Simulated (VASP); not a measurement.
# Co (P6_3/mmc) in VASP: a series of runs, part 2 of 2

VASP 6.6.1. The steps go on from the part before.

### 4 Single point, PBE

The input, INCAR:

```
SYSTEM = Co
PREC = Accurate
ENCUT = 600
EDIFF = 1E-6
ISMEAR = 1
SIGMA = 0.03
LREAL = .FALSE.
LASPH = .TRUE.
NELM = 120
ALGO = Normal
ISIF = 2
LWAVE = .FALSE.
LCHARG = .FALSE.
GGA = PE
NBANDS = 16
GGA_COMPAT = .FALSE.
```

The input, KPOINTS:

```
Automatic mesh
0
G
  15 15 8
  0 0 0
```

The input, POSCAR:

```
Co
1.0
    2.4583936733      0.0000000000      0.0000000000
   -1.2291968366      2.1290313736      0.0000000000
    0.0000000000      0.0000000000      3.9606917934
Co
2
Direct
    0.3333333333      0.6666666667      0.2500000000
    0.6666666667      0.3333333333      0.7500000000
```

Potentials or basis: VASP PAW PBE potentials, release 64 (Co).

On the command line:

```console
$ cat potpaw_PBE.64/Co/POTCAR > POTCAR
$ mpirun -np 1 vasp_std > vasp.out
```

OUTCAR:

```text
SYSTEM = Co
   PREC = Accurate
   ENCUT = 600
   EDIFF = 1E-6
   ISMEAR = 1
   LREAL = .FALSE.
   LASPH = .TRUE.
   NELM = 120
   ISIF = 2
   GGA = PE

 ion  position               nearest neighbor table
   1  0.333  0.667  0.250-   2 2.44   2 2.44   2 2.44   2 2.44   2 2.44   2 2.44
   2  0.667  0.333  0.750-   1 2.44   1 2.44   1 2.44   1 2.44   1 2.44   1 2.44

  LATTYP: Found a hexagonal cell.
 ALAT       =     2.4583936733
 C/A-ratio  =     1.6110893208

  Lattice vectors:

 A1 = (   2.4583936733,   0.0000000000,   0.0000000000)
 A2 = (  -1.2291968366,   2.1290313736,   0.0000000000)
[... 629 lines left out ...]
      5       8.5947      2.00000
      6       8.8307      2.00000
[... 8 lines left out ...]
     15      22.8603      0.00000
     16      24.8153      0.00000

 [... further k-points ...]
[... 5 lines left out ...]
  --------------------------------------------------------------------------------------
  -------------------------------------------------------------------------------------
  Total       -0.2458208     -0.2458208     -0.2678697     -0.0000000     -0.0000000      0.0000000
  in kB      -18.9987336    -18.9987336    -20.7028263     -0.0000000     -0.0000000      0.0000000
  external PRESSURE =     -19.5667645 kB  Pullay stress =       0.0000000 kB

 VOLUME and BASIS-vectors are now :
 -----------------------------------------------------------------------------
  energy-cutoff  :      600.00
  volume of cell :       20.73
      direct lattice vectors                 reciprocal lattice vectors
     2.458393673  0.000000000  0.000000000     0.406769677  0.234848582  0.000000000
    -1.229196837  2.129031374  0.000000000     0.000000000  0.469697165  0.000000000
     0.000000000  0.000000000  3.960691793     0.000000000  0.000000000  0.252481145

 POSITION                                       TOTAL-FORCE (eV/Angst)
 -----------------------------------------------------------------------------------
     -0.00000      1.41935      0.99017        -0.000000      0.000000      0.000000
      1.22920      0.70968      2.97052         0.000000     -0.000000      0.000000
 -----------------------------------------------------------------------------------
    total drift:                               -0.000000     -0.000000     -0.000000

  FREE ENERGIE OF THE ION-ELECTRON SYSTEM (eV)
  ---------------------------------------------------
  free  energy   TOTEN  =       -13.6384873797 eV

  energy  without entropy=      -13.6384719889  energy(sigma->0) =      -13.63848225
```

OSZICAR:

```text
N       E                     dE             d eps       ncg     rms          rms(c)
DAV:   1     0.813769401051E+02    0.81377E+02   -0.93058E+03  4464   0.172E+03
DAV:   2    -0.136954181566E+02   -0.95072E+02   -0.87315E+02  4328   0.253E+02
DAV:   3    -0.161738289027E+02   -0.24784E+01   -0.24195E+01  5344   0.559E+01
DAV:   4    -0.162120043499E+02   -0.38175E-01   -0.38166E-01  6000   0.536E+00
DAV:   5    -0.162124208807E+02   -0.41653E-03   -0.41653E-03  5456   0.531E-01    0.148E+01
DAV:   6    -0.140721479871E+02    0.21403E+01   -0.11180E+01  4624   0.720E+01    0.496E+00
DAV:   7    -0.136791011484E+02    0.39305E+00   -0.15766E+00  5024   0.253E+01    0.186E+00
DAV:   8    -0.136445070967E+02    0.34594E-01   -0.17930E-02  7016   0.237E+00    0.622E-01
DAV:   9    -0.136384724484E+02    0.60346E-02   -0.12186E-03  6528   0.450E-01    0.618E-02
DAV:  10    -0.136384849394E+02   -0.12491E-04   -0.78399E-05  4928   0.108E-01    0.383E-02
DAV:  11    -0.136384864881E+02   -0.15486E-05   -0.19938E-06  4896   0.227E-02    0.597E-03
DAV:  12    -0.136384873797E+02   -0.89163E-06   -0.82493E-07  2872   0.129E-02
   1 F= -.13638487E+02 E0= -.13638482E+02  d E =-.153908E-04
```

stdout:

```text
POSCAR found type information on POSCAR Co
 POSCAR found :  1 types and       2 ions
 scaLAPACK will be used
 LDA part: xc-table for (Slater+PW92), standard interpolation
 POSCAR, INCAR and KPOINTS ok, starting setup
 FFT: planning ... GRIDC
 FFT: planning ... GRID_SOFT
 FFT: planning ... GRID
 WAVECAR not read
 entering main loop
```

Run time: 31 s. Hardware: 1 thread of AMD EPYC 9R45 (Zen 5), shared host; peak memory 0.14 GiB.

Results:

```
Free energy            : -13.6385 eV
Pressure               : -2.0 GPa
Band gap on the k mesh : zero (band 9 reaches 11.21 eV, above the bottom of band 10 at 9.66 eV)
```

Levels at points of the mesh, in eV from the Fermi level:
```
           k point  band 7  band 8  band 9  band 10  band 11  band 12
(0.00, 0.00, 0.00)   -1.52   -1.16   -1.16    -0.04     0.09     0.09
(0.00, 0.00, 0.50)   -1.96   -1.96   -0.25    -0.25    -0.25    -0.25
```

Caveat: the run has no spin polarisation, though such a crystal can be magnetic.

### 5 Single point, PBE

Edit INCAR of step 4 so:

```diff
@@ -5,3 +5,3 @@
 ISMEAR = 1
-SIGMA = 0.03
+SIGMA = 0.1
 LREAL = .FALSE.
```

KPOINTS is that of step 4.

POSCAR is that of step 4.

On the command line:

```console
$ cat potpaw_PBE.64/Co/POTCAR > POTCAR
$ mpirun -np 1 vasp_std > vasp.out
```

It took 30 s on 1 thread of AMD EPYC 9R45 (Zen 5), shared host; peak memory 0.13 GiB.

It converged, with:

| Item | Value |
| --- | --- |
| Free energy | -13.6387 eV |
| Pressure | -1.7 GPa |
| Band gap on the k mesh | zero (band 9 reaches 11.21 eV, above the bottom of band 10 at 9.67 eV) |

Levels at points of the mesh, in eV from the Fermi level:
```
           k point  band 5  band 6  band 7  band 8  band 9  band 10  band 11  band 12  band 13  band 14
(0.00, 0.00, 0.00)   -1.89   -1.53   -1.53   -1.16   -1.16    -0.05     0.08     0.08     7.29    22.24
(0.00, 0.00, 0.50)   -1.97   -1.97   -1.97   -1.97   -0.26    -0.26    -0.26    -0.26    15.86    15.86
```

Caveat: the run has no spin polarisation, though such a crystal can be magnetic.

### 6 Single point, PBE

The input, INCAR:

```
  ALGO = Normal
  EDIFF = 1E-6
  ENCUT = 600
  GGA = PE
  GGA_COMPAT = F
  ISIF = 2
  ISMEAR = 1
  LASPH = T
  LCHARG = F
  LREAL = F
  LWAVE = F
  NBANDS = 16
  NELM = 120
  PREC = Accurate
  SIGMA = 0.3
```

The input, KPOINTS:

```
k-points
0
Gamma
  15 15 8
```

POSCAR is that of step 5.

Potentials or basis: VASP PAW PBE potentials, release 64 (Co).

On the command line:

```console
$ cat potpaw_PBE.64/Co/POTCAR > POTCAR
$ mpirun -np 1 vasp_std > vasp.out
```

Wall time 33 s (1 thread of AMD EPYC 9R45 (Zen 5), shared host); peak memory 0.13 GiB.

Results (log left out):

* Free energy: -13.6407 eV
* Pressure: -1.5 GPa
* Band gap on the k mesh: zero (band 9 reaches 11.22 eV, above the bottom of band 10 at 9.67 eV)

Stress tensor (GPa, compression positive):
```
-1.52  0.00  0.00
 0.00 -1.52  0.00
 0.00  0.00 -1.36
```

Levels at points of the mesh, in eV from the Fermi level:
```csv
k point,band 5,band 6,band 7,band 8,band 9,band 10,band 11,band 12,band 13,band 14
"(0.00, 0.00, 0.00)",-1.88,-1.52,-1.52,-1.14,-1.14,-0.03,0.10,0.10,7.30,22.25
"(0.00, 0.00, 0.50)",-1.96,-1.96,-1.96,-1.96,-0.24,-0.24,-0.24,-0.24,15.87,15.87
```

Caveat: the run has no spin polarisation, though such a crystal can be magnetic. Spin polarisation is off, so any magnetic state and its effect on volume and gap are missing.

### 7 The runs side by side

```tsv
smearing	gap on the mesh (eV)	pressure (GPa)
fermi-dirac 1 eV	none	32.0
methfessel-paxton 0.01 eV	none	-2.0
methfessel-paxton 0.03 eV	none	-2.0
methfessel-paxton 0.1 eV	none	-1.7
methfessel-paxton 0.3 eV	none	-1.5
```

Alike in all rows: task single point; level PBE; potentials or basis VASP PAW PBE potentials, release 64 (Co); no spin polarisation; cell as given; k mesh 15 × 15 × 8; cutoff (eV) 600.

Every run on the cell as given and a fine mesh finds a metal.

Caveats: the run has no spin polarisation, though such a crystal can be magnetic.

Absolute energies hang on the potentials; compare differences alone.
